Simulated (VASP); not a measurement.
# LaTe (Pm-3m) in VASP: further runs

LaTe is run at these levels: LDA; tasks: single point, relaxation of cell and atoms.

Everything below comes from runs of VASP 6.6.1. Logs are shortened: lines on timing, memory, paths and dates and some standing lists are left out, and cuts for length are marked.

## Step 1: The cell of the first run

Symmetry: Pm-3m, No. 221, cubic system. The conventional cell has a = 3.845 Å, b = 3.845 Å, c = 3.845 Å, α = 90.00°, β = 90.00°, γ = 90.00°. Within 4.4 Å of La (site symmetry m-3m) lie 8 Te at 3.33 Å and 6 La at 3.84 Å. Te (site symmetry m-3m) has 8 La at 3.33 Å and 6 Te at 3.84 Å within 4.4 Å.

## Step 2: Single point, LDA

The input, INCAR:

```
SYSTEM = LaTe
PREC = Accurate
ENCUT = 520
EDIFF = 1E-6
ISMEAR = -1
SIGMA = 0.05
LREAL = .False.
LASPH = .True.
NELM = 100
ALGO = Normal
ISIF = 2
LWAVE = .False.
LCHARG = .False.
GGA = CA
NBANDS = 16
```

The input, KPOINTS:

```
Automatic mesh
0
Gamma
  6 6 6
  0 0 0
```

The input, POSCAR:

```
LaTe
1.0
    3.8448583770      0.0000000000      0.0000000000
    0.0000000000      3.8448583770      0.0000000000
    0.0000000000      0.0000000000      3.8448583770
La Te
1 1
Direct
    0.0000000000      0.0000000000      0.0000000000
    0.5000000000      0.5000000000      0.5000000000
```

Potentials or basis: VASP PAW LDA potentials, release 64 (La, Te).

Started as:

```sh
cat potpaw_LDA.64/La/POTCAR potpaw_LDA.64/Te/POTCAR > POTCAR
mpirun -np 1 vasp_std > vasp.out
```

OUTCAR:

```text
SYSTEM = LaTe
   PREC = Accurate
   ENCUT = 520
   EDIFF = 1E-6
   ISMEAR = -1
   LREAL = .False.
   LASPH = .True.
   NELM = 100
   ISIF = 2
   GGA = CA

 ion  position               nearest neighbor table
   1  0.000  0.000  0.000-   2 3.33   2 3.33   2 3.33   2 3.33   2 3.33   2 3.33   2 3.33   2 3.33

   2  0.500  0.500  0.500-   1 3.33   1 3.33   1 3.33   1 3.33   1 3.33   1 3.33   1 3.33   1 3.33

  LATTYP: Found a simple cubic cell.
 ALAT       =     3.8448583770

  Lattice vectors:

 A1 = (   3.8448583770,   0.0000000000,   0.0000000000)
 A2 = (   0.0000000000,   3.8448583770,   0.0000000000)
 A3 = (   0.0000000000,   0.0000000000,   3.8448583770)

Analysis of symmetry for initial positions (statically):
=====================================================================
 Subroutine PRICEL returns:
 Original cell was already a primitive cell.

 Routine SETGRP: Setting up the symmetry group for a
 simple cubic supercell.

 Subroutine GETGRP returns: Found 48 space group operations
 (whereof 48 operations were pure point group operations)
 out of a pool of 48 trial point group operations.

The static configuration has the point symmetry O_h .

Analysis of symmetry for dynamics (positions and initial velocities):
=====================================================================
 Subroutine PRICEL returns:
 Original cell was already a primitive cell.

 Routine SETGRP: Setting up the symmetry group for a
 simple cubic supercell.

 Subroutine GETGRP returns: Found 48 space group operations
 (whereof 48 operations were pure point group operations)
 out of a pool of 48 trial point group operations.

The dynamic configuration has the point symmetry O_h .

 Subroutine INISYM returns: Found 48 space group operations
 (whereof 48 operations are pure point group operations),
 and found     1 'primitive' translations

----------------------------------------------------------------------------------------

                                     Primitive cell

  volume of cell :      56.8383

  direct lattice vectors                    reciprocal lattice vectors
     3.844858377  0.000000000  0.000000000     0.260087603  0.000000000  0.000000000
     0.000000000  3.844858377  0.000000000     0.000000000  0.260087603  0.000000000
     0.000000000  0.000000000  3.844858377     0.000000000  0.000000000  0.260087603

  length of vectors
[... 76 lines left out ...]
   NELM   =    100;   NELMIN=  2; NELMDL= -5     # of ELM steps
   EDIFF  = 0.1E-05   stopping-criterion for ELM
   LREAL  =      F    real-space projection
   EDIFFG = 0.1E-04   stopping-criterion for IOM
   NSW    =      0    number of steps for IOM
   IBRION =     -1    ionic relax: 0-MD 1-quasi-New 2-CG
   NFREE  =      0    steps in history (QN), initial steepest desc. (CG)
   ISIF   =      2    stress and relaxation
   ISYM   =      2    0-nonsym 1-usesym 2-fastsym
   POTIM  = 0.5000    time-step for ionic-motion
   TEBEG  =    0.0;   TEEND  =   0.0 temperature during run
   PSTRESS=    0.0 pullay stress
   NELECT =      17.0000    total number of electrons
   NUPDOWN=      -1.0000    fix difference up-down
   EMIN   =  10.00;   EMAX   =-10.00  energy-range for DOS
   EFERMI =   0.00;   METHOD = LEGACY
   ISMEAR =    -1;   SIGMA  =   0.05  broadening in eV -4-tet -1-fermi 0-gaus
   EFERMI_NEDOS =   21; number of points for ismear=-14 and -15
   IALGO  =     38    algorithm
   IMIX   =      4    mixing-type and parameters
     AMIX     =   0.40;   BMIX     =  1.00
     AMIX_MAG =   1.60;   BMIX_MAG =  1.00
  volume/ion in A,a.u.               =      28.42       191.78
  Fermi-wavevector in a.u.,A,eV,Ry     =   1.094824  2.068916 16.308468  1.198639
  Thomas-Fermi vector in A             =   2.231136
   LORBIT       =      0    0 simple, 1 ext, 2 COOP (PROOUT), +10 PAW based schemes
   GGA     = CA    functional components
   LHFCALC =     F    Hartree Fock is set to
   AEXX    =    0.0000 exact exchange contribution
   IVDW    =     0    specifies the selected vdW correction
   LEPSILON=     F    determine dielectric tensor
   LRPA    =     F    only Hartree local field effects (RPA)
 non-spin polarized calculation
  energy-cutoff  :      520.00
  volume of cell :       56.84
 maximum number of plane-waves:      1568
 NGX is ok and might be reduce to    30
   NGX = 15   NGY = 15   NGZ = 15

 number of electron      17.0000000 magnetization

 Free energy of the ion-electron system (eV)
  ---------------------------------------------------
  ext. energy  EPLUGINS =         0.00000000
  ---------------------------------------------------
  free energy    TOTEN  =       -12.43755966 eV

  energy without entropy =      -12.42245612  energy(sigma->0) =      -12.43000789

 E-fermi :   9.7796     XC(G=0): -10.5431

 val. band max:        9.7081270177   @ k =   0.3333   0.3333   0.0000
 cond. band min:       9.8727754524   @ k =   0.3333   0.1667   0.1667
 fundamental gap:      0.1646484348
 Fermi energy:         9.7796059147

 k-point     1 :       0.0000    0.0000    0.0000
  band No.  band energies     occupation
      1     -23.1877      2.00000
      2      -6.7177      2.00000
      3      -6.7177      2.00000
      4      -6.7177      2.00000
      5      -2.7227      2.00000
      6       8.3177      2.00000
[... 357 lines left out ...]
      3      -7.1706      2.00000
      4      -7.1706      2.00000
      5      -0.9695      2.00000
      6       4.5487      2.00000
[... 8 lines left out ...]
     15      11.5281      0.00000
     16      14.2427      0.00000

------------------------ aborting loop because EDIFF is reached ----------------------------------------

  FORCE on cell =-STRESS in cart. coord.  units (eV):
  Direction    XX          YY          ZZ          XY          YZ          ZX
  --------------------------------------------------------------------------------------
  -------------------------------------------------------------------------------------
  Total        0.0043452      0.0043452      0.0043452      0.0000000     -0.0000000     -0.0000000
  in kB        0.1224846      0.1224846      0.1224846      0.0000000     -0.0000000     -0.0000000
  external PRESSURE =       0.1224846 kB  Pullay stress =       0.0000000 kB

 VOLUME and BASIS-vectors are now :
 -----------------------------------------------------------------------------
  energy-cutoff  :      520.00
  volume of cell :       56.84
      direct lattice vectors                 reciprocal lattice vectors
     3.844858377  0.000000000  0.000000000     0.260087603  0.000000000  0.000000000
     0.000000000  3.844858377  0.000000000     0.000000000  0.260087603  0.000000000
     0.000000000  0.000000000  3.844858377     0.000000000  0.000000000  0.260087603

 POSITION                                       TOTAL-FORCE (eV/Angst)
 -----------------------------------------------------------------------------------
      0.00000      0.00000      0.00000         0.000000      0.000000      0.000000
      1.92243      1.92243      1.92243         0.000000      0.000000      0.000000
 -----------------------------------------------------------------------------------
    total drift:                               -0.000000     -0.000000     -0.000000

  FREE ENERGIE OF THE ION-ELECTRON SYSTEM (eV)
  ---------------------------------------------------
  free  energy   TOTEN  =       -12.4375596640 eV

  energy  without entropy=      -12.4224561179  energy(sigma->0) =      -12.43000789
```

OSZICAR:

```text
N       E                     dE             d eps       ncg     rms          rms(c)
DAV:   1     0.131392288166E+03    0.13139E+03   -0.58007E+03   640   0.131E+03
DAV:   2     0.205282547597E+01   -0.12934E+03   -0.11488E+03   768   0.193E+02
DAV:   3    -0.116773843593E+02   -0.13730E+02   -0.13253E+02   840   0.966E+01
DAV:   4    -0.124666175735E+02   -0.78923E+00   -0.78204E+00  1176   0.173E+01
DAV:   5    -0.124840339773E+02   -0.17416E-01   -0.17350E-01   800   0.237E+00    0.446E+00
DAV:   6    -0.124505680144E+02    0.33466E-01   -0.66524E-02  1112   0.253E+00    0.261E+00
DAV:   7    -0.124383845257E+02    0.12183E-01   -0.58805E-03   936   0.655E-01    0.449E-01
DAV:   8    -0.124375610418E+02    0.82348E-03   -0.11455E-03  1120   0.319E-01    0.116E-01
DAV:   9    -0.124375645453E+02   -0.35035E-05   -0.15367E-04  1112   0.989E-02    0.193E-02
DAV:  10    -0.124375595836E+02    0.49617E-05   -0.24824E-05  1104   0.504E-02    0.578E-03
DAV:  11    -0.124375596640E+02   -0.80467E-07   -0.64482E-07   704   0.616E-03
   1 F= -.12437560E+02 E0= -.12430008E+02  d E =-.151035E-01
```

stdout:

```text
POSCAR found type information on POSCAR LaTe
 POSCAR found :  2 types and       2 ions
 scaLAPACK will be used
 LDA part: xc-table for (Slater(with rela. corr.)+CA(PZ))
 , standard interpolation
 POSCAR, INCAR and KPOINTS ok, starting setup
 FFT: planning ... GRIDC
 FFT: planning ... GRID_SOFT
 FFT: planning ... GRID
 WAVECAR not read
 entering main loop
```

Run time: 7 s. Hardware: 1 thread of Intel Xeon 6975P-C (Granite Rapids), shared host; peak memory 0.17 GiB.

What came out:

```yaml
Free_energy: -12.4376 eV
Pressure: 0.0 GPa
```

Caveat: spin-orbit coupling is left out, which moves the levels of the heavy elements.

## Step 3: Relaxation of cell and atoms, LDA

This run uses another cell than the first one, of 31.05 Å³/atom, 1.093 times its volume.

The input, INCAR:

```
PREC     = Accurate       # precision mode
ENCUT    = 600            # plane-wave cutoff, eV
EDIFF    = 1E-7           # SCF threshold, eV
ISMEAR   = -1             # smearing method
SIGMA    = 0.05           # smearing width, eV
LREAL    = F              # projectors in reciprocal space
LASPH    = T              # aspherical terms in the spheres
NELM     = 100            # most SCF steps
ALGO     = Normal         # electronic algorithm
ISIF     = 3              # what is computed and relaxed
LWAVE    = F              # write WAVECAR
LCHARG   = F              # write CHGCAR
IBRION   = 2              # ionic algorithm
NSW      = 80             # ionic steps
EDIFFG   = -0.03          # ionic threshold
```

The input, KPOINTS:

```
Automatic mesh
0
Gamma
  6 6 6
```

The input, POSCAR:

```
LaTe
1.0
    3.9600000000      0.0000000000      0.0000000000
    0.0000000000      3.9600000000      0.0000000000
    0.0000000000      0.0000000000      3.9600000000
La Te
1 1
Direct
    0.0000000000      0.0000000000      0.0000000000
    0.5000000000      0.5000000000      0.5000000000
```

Potentials or basis: VASP PAW LDA potentials, release 64 (La, Te).

Started as:

```sh
cat potpaw_LDA.64/La/POTCAR potpaw_LDA.64/Te/POTCAR > POTCAR
mpirun -np 1 vasp_std > vasp.out
```

Run time: 16 s. Hardware: 1 thread of Intel Xeon 6975P-C (Granite Rapids), shared host; peak memory 0.18 GiB.

It converged, with:

| Item | Value |
| --- | --- |
| Free energy | -12.4379 eV |
| Relaxed volume | 28.44 Å³/atom |
| Relaxed cell | a = 3.846 Å, b = 3.846 Å, c = 3.846 Å, α = 90.00°, β = 90.00°, γ = 90.00° |
| Space group after relaxing (to 0.05 Å) | Pm-3m (No. 221) |
| Energy gained by relaxing | 45.1 meV/atom |
| Ionic steps | 3 |
| Pressure after relaxing | 0.0 GPa |

The path:
| step | energy change (eV) | largest force (eV/Å) | pressure (GPa) | volume (Å³) |
| --- | --- | --- | --- | --- |
| 1 | 0.0000 | 0.0000 | -5.09 | 62.10 |
| 2 | -0.0466 | 0.0000 | 4.51 | 53.65 |
| 3 | -0.0903 | 0.0000 | -0.04 | 56.88 |

Final structure:
```yaml
crystal:
  lattice:
    - [3.84586, 0.00000, 0.00000]
    - [0.00000, 3.84586, 0.00000]
    - [0.00000, 0.00000, 3.84586]
  atoms:
    - { symbol: La, position: [0.00000, 0.00000, 0.00000] }
    - { symbol: Te, position: [0.50000, 0.50000, 0.50000] }
```

Levels at points of the mesh, in eV from the Fermi level:
```csv
k point,band 7,band 8,band 9,band 10,band 11,band 12
"(0.00, 0.00, 0.00)",-1.46,-1.46,-1.41,-1.41,1.42,1.42
"(0.50, 0.00, 0.00)",-2.35,-2.35,-0.50,0.86,1.33,1.44
"(0.50, 0.50, 0.00)",-3.66,-1.15,-0.86,1.29,1.38,1.38
"(0.50, 0.50, 0.50)",-5.23,-5.23,1.46,1.46,1.46,1.71
```

Caveat: spin-orbit coupling is left out, which moves the levels of the heavy elements.
